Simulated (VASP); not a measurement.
# Li2TiO2 (Immm) in VASP: relaxation of shape and atoms at fixed volume with PBE

Aim: the relaxation of shape and atoms at fixed volume of Li2TiO2 with PBE.

Program: VASP 6.6.1. These are calculated values, not measurements. Logs are shortened: lines on timing, memory, paths and dates and some standing lists are left out, and cuts for length are marked.

**1. The cell of the first run**

Symmetry: Immm, No. 71, orthorhombic system. The conventional cell has a = 2.898 Å, b = 3.798 Å, c = 9.295 Å, α = 90.00°, β = 90.00°, γ = 90.00°. Within 2.6 Å of Li (site symmetry mm2) lie 4 O at 1.96 to 2.07 Å and 4 Li at 2.59 Å. Ti (site symmetry mmm) has 4 O at 1.97 Å within 2.6 Å. O (site symmetry mm2) has 4 Li at 1.96 to 2.07 Å and 2 Ti at 1.97 Å within 2.6 Å.

**2. Relaxation of shape and atoms at fixed volume, PBE (volume scaled by 0.97)**

Contents of INCAR:

```
SYSTEM = Li2TiO2
PREC     = Accurate       ! precision mode
ENCUT    = 600            ! plane-wave cutoff, eV
EDIFF    = 1E-7           ! SCF threshold, eV
ISMEAR   = 0              ! smearing method
SIGMA    = 0.1            ! smearing width, eV
LREAL    = .False.        ! projectors in reciprocal space
LASPH    = .True.         ! aspherical terms in the spheres
NELM     = 100            ! most SCF steps
ALGO     = Normal         ! electronic algorithm
ISIF     = 4              ! what is computed and relaxed
LWAVE    = .False.        ! write WAVECAR
LCHARG   = .False.        ! write CHGCAR
GGA      = PE             ! functional
IBRION   = 2              ! ionic algorithm
NSW      = 50             ! ionic steps
EDIFFG   = -0.01          ! ionic threshold
```

Contents of KPOINTS:

```
regular mesh
0
Gamma
  14 14 14
  0 0 0
```

Contents of POSCAR:

```
Li2TiO2
1.0
   -1.4490781623      1.8990639045      4.6477342703
    1.4490781623     -1.8990639045      4.6477342703
    1.4490781623      1.8990639045     -4.6477342703
Li Ti O
2 1 2
Direct
    0.3031676513      0.3031676513      0.0000000000
    0.6968323487      0.6968323487      0.0000000000
    0.0000000000      0.0000000000      0.0000000000
    0.8558143772      0.3558143772      0.5000000000
    0.1441856228      0.6441856228      0.5000000000
```

Potentials or basis: VASP PAW PBE potentials, release 64 (Li_sv, Ti_sv, O).

Run with:

```bash
cat potpaw_PBE.64/Li_sv/POTCAR potpaw_PBE.64/Ti_sv/POTCAR potpaw_PBE.64/O/POTCAR > POTCAR
mpirun -np 1 vasp_std > vasp.out
```

OUTCAR:

```text
SYSTEM = Li2TiO2
   PREC = Accurate
   ENCUT = 600
   EDIFF = 1E-7
   ISMEAR = 0
   LREAL = .False.
   LASPH = .True.
   NELM = 100
   ISIF = 4
   GGA = PE
   IBRION = 2
   NSW = 50
   EDIFFG = -0.01

 ion  position               nearest neighbor table
   1  0.303  0.303  0.000-   4 1.96   4 1.96   5 2.07   5 2.07   2 2.59   2 2.59   2 2.59   2 2.59

   2  0.697  0.697  0.000-   5 1.96   5 1.96   4 2.07   4 2.07   1 2.59   1 2.59   1 2.59   1 2.59

   3  0.000  0.000  0.000-   5 1.97   4 1.97   5 1.97   4 1.97
   4  0.856  0.356  0.500-   1 1.96   1 1.96   3 1.97   3 1.97   2 2.07   2 2.07
   5  0.144  0.644  0.500-   2 1.96   2 1.96   3 1.97   3 1.97   1 2.07   1 2.07

  LATTYP: Found a body centered orthorhombic cell.
 ALAT       =     2.8981563246
 B/A-ratio  =     1.3105324156
 C/A-ratio  =     3.2073730674

  Lattice vectors:

 A1 = (  -1.4490781623,   1.8990639045,   4.6477342703)
 A2 = (   1.4490781623,  -1.8990639045,   4.6477342703)
 A3 = (   1.4490781623,   1.8990639045,  -4.6477342703)

Analysis of symmetry for initial positions (statically):
=====================================================================
 Subroutine PRICEL returns:
 Original cell was already a primitive cell.

 Routine SETGRP: Setting up the symmetry group for a
 body centered orthorhombic supercell.

 Subroutine GETGRP returns: Found  8 space group operations
 (whereof  8 operations were pure point group operations)
 out of a pool of  8 trial point group operations.

The static configuration has the point symmetry D_2h.

Analysis of symmetry for dynamics (positions and initial velocities):
=====================================================================
 Subroutine PRICEL returns:
 Original cell was already a primitive cell.

 Routine SETGRP: Setting up the symmetry group for a
 body centered orthorhombic supercell.

 Subroutine GETGRP returns: Found  8 space group operations
 (whereof  8 operations were pure point group operations)
 out of a pool of  8 trial point group operations.

The dynamic configuration has the point symmetry D_2h.

 Subroutine INISYM returns: Found  8 space group operations
 (whereof  8 operations are pure point group operations),
 and found     1 'primitive' translations

----------------------------------------------------------------------------------------

                                     Primitive cell

  volume of cell :      51.1603

  direct lattice vectors                    reciprocal lattice vectors
    -1.449078162  1.899063904  4.647734270     0.000000000  0.263287612  0.107579300
     1.449078162 -1.899063904  4.647734270     0.345046950  0.000000000  0.107579300
     1.449078162  1.899063904 -4.647734270     0.345046950  0.263287612  0.000000000

  length of vectors
     5.225677476  5.225677476  5.225677476     0.284418129  0.361428698  0.434025073

  position of ions in fractional coordinates (direct lattice)
     0.303167651  0.303167651  0.000000000
     0.696832349  0.696832349  0.000000000
     0.000000000  0.000000000  0.000000000
     0.855814377  0.355814377  0.500000000
     0.144185623  0.644185623  0.500000000

  ion indices of the primitive-cell ions
   primitive index   ion index
                 1           1
                 2           2
                 3           3
                 4           4
                 5           5

----------------------------------------------------------------------------------------

 KPOINTS: regular mesh

Automatic generation of k-mesh.
 Grid dimensions read from file:
 generate k-points for:   14   14   14

 Generating k-lattice:

  Cartesian coordinates                     Fractional coordinates (reciprocal lattice)
     0.000000000  0.018806258  0.007684236     0.071428571  0.000000000 -0.000000000
     0.024646211  0.000000000  0.007684236     0.000000000  0.071428571 -0.000000000
     0.024646211  0.018806258  0.000000000     0.000000000  0.000000000  0.071428571

  Length of vectors
     0.020315581  0.025816336  0.031001791

  Shift w.r.t. Gamma in fractional coordinates (k-lattice)
     0.000000000  0.000000000  0.000000000

 Subroutine IBZKPT returns following result:
 ===========================================

 Found    428 irreducible k-points:

 Following reciprocal coordinates:
            Coordinates               Weight
  0.000000  0.000000  0.000000      1.000000
  0.071429  0.000000 -0.000000      4.000000
  0.142857  0.000000  0.000000      4.000000
  0.214286  0.000000  0.000000      4.000000
  0.285714  0.000000  0.000000      4.000000
  0.357143  0.000000 -0.000000      4.000000
[... 16 lines left out ...]
  0.000000  0.142857  0.000000      4.000000
  0.071429  0.142857 -0.000000      8.000000
 [... further k-points ...]
   k-points           NKPTS =    428   k-points in BZ     NKDIM =    428   number of bands    NBANDS=     19
   number of dos      NEDOS =    301   number of ions     NIONS =      5
   total plane-waves  NPLWV =  74088
   dimension x,y,z NGX =    42 NGY =   42 NGZ =   42
   dimension x,y,z NGXF=    84 NGYF=   84 NGZF=   84
   ions per type =               2   1   2
   NGX,Y,Z   is equivalent  to a cutoff of  13.36, 13.36, 13.36 a.u.
   NGXF,Y,Z  is equivalent  to a cutoff of  26.72, 26.72, 26.72 a.u.
 SYSTEM =  Li2TiO2
   PREC   = accura    normal or accurate (medium, high low for compatibility)
   ISTART =      0    job   : 0-new  1-cont  2-samecut
   ICHARG =      2    charge: 1-file 2-atom 10-const
   ISPIN  =      1    spin polarized calculation?
   LNONCOLLINEAR =      F non collinear calculations
   LSORBIT =      F    spin-orbit coupling
   LASPH  =      T    aspherical Exc in radial PAW
   ENCUT  =  600.0 eV  44.10 Ry    6.64 a.u.  10.44 10.44 10.44*2*pi/ulx,y,z
   NELM   =    100;   NELMIN=  2; NELMDL= -5     # of ELM steps
   EDIFF  = 0.1E-06   stopping-criterion for ELM
   LREAL  =      F    real-space projection
   EDIFFG = -.1E-01   stopping-criterion for IOM
   NSW    =     50    number of steps for IOM
   IBRION =      2    ionic relax: 0-MD 1-quasi-New 2-CG
   NFREE  =      1    steps in history (QN), initial steepest desc. (CG)
   ISIF   =      4    stress and relaxation
   ISYM   =      2    0-nonsym 1-usesym 2-fastsym
   POTIM  = 0.5000    time-step for ionic-motion
   TEBEG  =    0.0;   TEEND  =   0.0 temperature during run
   PSTRESS=    0.0 pullay stress
   NELECT =      30.0000    total number of electrons
   NUPDOWN=      -1.0000    fix difference up-down
   EMIN   =  10.00;   EMAX   =-10.00  energy-range for DOS
   EFERMI =   0.00;   METHOD = LEGACY
   ISMEAR =     0;   SIGMA  =   0.10  broadening in eV -4-tet -1-fermi 0-gaus
   EFERMI_NEDOS =   21; number of points for ismear=-14 and -15
   IALGO  =     38    algorithm
   IMIX   =      4    mixing-type and parameters
     AMIX     =   0.40;   BMIX     =  1.00
     AMIX_MAG =   1.60;   BMIX_MAG =  1.00
  volume/ion in A,a.u.               =      10.23        69.05
  Fermi-wavevector in a.u.,A,eV,Ry     =   1.370264  2.589424 25.546631  1.877624
  Thomas-Fermi vector in A             =   2.496066
   LORBIT       =      0    0 simple, 1 ext, 2 COOP (PROOUT), +10 PAW based schemes
   GGA     = PE    functional components
   LHFCALC =     F    Hartree Fock is set to
   AEXX    =    0.0000 exact exchange contribution
   IVDW    =     0    specifies the selected vdW correction
   LEPSILON=     F    determine dielectric tensor
   LRPA    =     F    only Hartree local field effects (RPA)
 conjugate gradient relaxation of ions
 non-spin polarized calculation
 Gauss-broadening in eV      SIGMA  =   0.10
  energy-cutoff  :      600.00
  volume of cell :       51.16
 maximum number of plane-waves:      1737
 NGX is ok and might be reduce to    42
   NGX = 21   NGY = 21   NGZ = 21

--------------------------------------- Ionic step        1  -------------------------------------------

 number of electron      29.9999996 magnetization

 Free energy of the ion-electron system (eV)
  ---------------------------------------------------
  ext. energy  EPLUGINS =         0.00000000
  ---------------------------------------------------
  free energy    TOTEN  =       -31.97874745 eV

  energy without entropy =      -31.96832471  energy(sigma->0) =      -31.97353608

------------------------ aborting loop because EDIFF is reached ----------------------------------------

  FORCE on cell =-STRESS in cart. coord.  units (eV):
  Direction    XX          YY          ZZ          XY          YZ          ZX
  --------------------------------------------------------------------------------------
  -------------------------------------------------------------------------------------
  Total        1.6927927      0.5942597      1.4168763      0.0000000      0.0000000      0.0000000
  in kB       53.0129157     18.6103346     44.3720875      0.0000000      0.0000000      0.0000000
  external PRESSURE =      38.6651126 kB  Pullay stress =       0.0000000 kB
[... 297 lines left out ...]
  energy  without entropy=      -31.9759511851  energy(sigma->0) =      -31.98118047

--------------------------------------- Ionic step        9  -------------------------------------------

 number of electron      30.0000002 magnetization

 Free energy of the ion-electron system (eV)
  ---------------------------------------------------
  ext. energy  EPLUGINS =         0.00000000
  ---------------------------------------------------
  free energy    TOTEN  =       -31.98646245 eV

  energy without entropy =      -31.97597308  energy(sigma->0) =      -31.98121776

 E-fermi :   6.4050     XC(G=0): -10.4226

 val. band max:        6.4038996576   @ k =  -0.3571   0.2857   0.0000
 cond. band min:       6.4068959703   @ k =   0.2143   0.2857   0.0714
 fundamental gap:      0.0029963127
 Fermi energy:         6.4049610349

 k-point     1 :       0.0000    0.0000    0.0000
  band No.  band energies     occupation
      1     -51.8419      2.00000
      2     -40.0241      2.00000
      3     -39.9323      2.00000
      4     -28.2207      2.00000
      5     -28.1331      2.00000
      6     -27.8647      2.00000
[... 11 lines left out ...]
     18       7.7549      0.00000
     19       9.4650      0.00000
[... 489 lines left out ...]
      3     -39.9354      2.00000
      4     -28.2317      2.00000
      5     -28.1962      2.00000
      6     -27.8582      2.00000
[... 11 lines left out ...]
     18       7.5796      0.00000
     19       9.4241      0.00000

 [... further k-points ...]
[... 5 lines left out ...]
  --------------------------------------------------------------------------------------
  -------------------------------------------------------------------------------------
  Total        0.8205193      0.7944756      0.7897072     -0.0000000      0.0000000      0.0000000
  in kB       25.6960698     24.8804645     24.7311315     -0.0000000      0.0000000      0.0000000
  external PRESSURE =      25.1025553 kB  Pullay stress =       0.0000000 kB
[... 20 lines left out ...]
  FREE ENERGIE OF THE ION-ELECTRON SYSTEM (eV)
  ---------------------------------------------------
  free  energy   TOTEN  =       -31.9864624485 eV

  energy  without entropy=      -31.9759730801  energy(sigma->0) =      -31.98121776

 reached required accuracy - stopping structural energy minimisation
```

Run time: 49 min. Hardware: 1 thread of Intel Xeon 6975P-C (Granite Rapids), shared host; peak memory 0.68 GiB.

What came out:

| Quantity | Value |
| --- | --- |
| Free energy | -31.9865 eV |
| Energy gained by relaxing | 1.5 meV/atom |
| Ionic steps | 9 |
| Pressure after relaxing | 2.5 GPa |
| Largest force after relaxing | 0.005 eV/Å |
| Band gap on the k mesh | zero (band 15 reaches 6.89 eV, above the bottom of band 16 at 6.15 eV) |

Forces in eV/Å, atoms in the order of the input:
```
Li   0.000  0.000  0.003
Li   0.000  0.000 -0.003
Ti   0.000  0.000  0.000
O    0.000  0.000  0.005
O    0.000  0.000 -0.005
```

The path:
| step | energy change (eV) | largest force (eV/Å) | pressure (GPa) | volume (Å³) |
| --- | --- | --- | --- | --- |
| 1 | 0.0000 | 0.3241 | 3.87 | 51.16 |
| 2 | -0.0070 | 0.0558 | 2.42 | 51.16 |
| 3 | -0.0071 | 0.0351 | 2.60 | 51.16 |
| 4 | -0.0072 | 0.0302 | 2.58 | 51.16 |
| 5 | -0.0075 | 0.0158 | 2.57 | 51.16 |
| 6 | -0.0074 | 0.0137 | 2.51 | 51.16 |
| 7 | -0.0076 | 0.0053 | 2.54 | 51.16 |
| 8 | -0.0077 | 0.0017 | 2.53 | 51.16 |
| 9 | -0.0077 | 0.0047 | 2.51 | 51.16 |

Final structure:
```yaml
crystal:
  lattice:
    - [-1.45487, 1.88265, 4.66960]
    - [1.45487, -1.88265, 4.66960]
    - [1.45487, 1.88265, -4.66960]
  atoms:
    - { symbol: Li, position: [0.30151, 0.30151, 0.00000] }
    - { symbol: Li, position: [0.69849, 0.69849, 0.00000] }
    - { symbol: Ti, position: [0.00000, 0.00000, 0.00000] }
    - { symbol: O, position: [0.85453, 0.35453, 0.50000] }
    - { symbol: O, position: [0.14547, 0.64547, 0.50000] }
```

Levels at points of the mesh, in eV from the Fermi level:
```
           k point  band 12  band 13  band 14  band 15  band 16  band 17  band 18  band 19
(0.00, 0.00, 0.00)    -5.29    -4.27    -4.14    -2.77     0.19     0.99     1.35     3.06
(0.50, 0.00, 0.00)    -5.96    -4.63    -4.35     0.00     0.76     1.03     1.05     1.17
(0.00, 0.50, 0.00)    -5.71    -5.25    -5.19    -1.06     0.19     0.74     1.77     3.78
(0.50, 0.50, 0.00)    -6.06    -5.81    -4.92    -0.59     0.33     1.10     1.55     1.98
(0.50, 0.50, 0.50)    -5.47    -5.41    -4.66    -2.75    -0.23     1.00     1.39     3.60
```

Caveat: the cell differs from its parent crystal (volume scaled by 0.97); the cutoff is under 1.25 times the usual one of these potentials, so pressure, stress and relaxed cells hold a basis-set (Pulay) error.
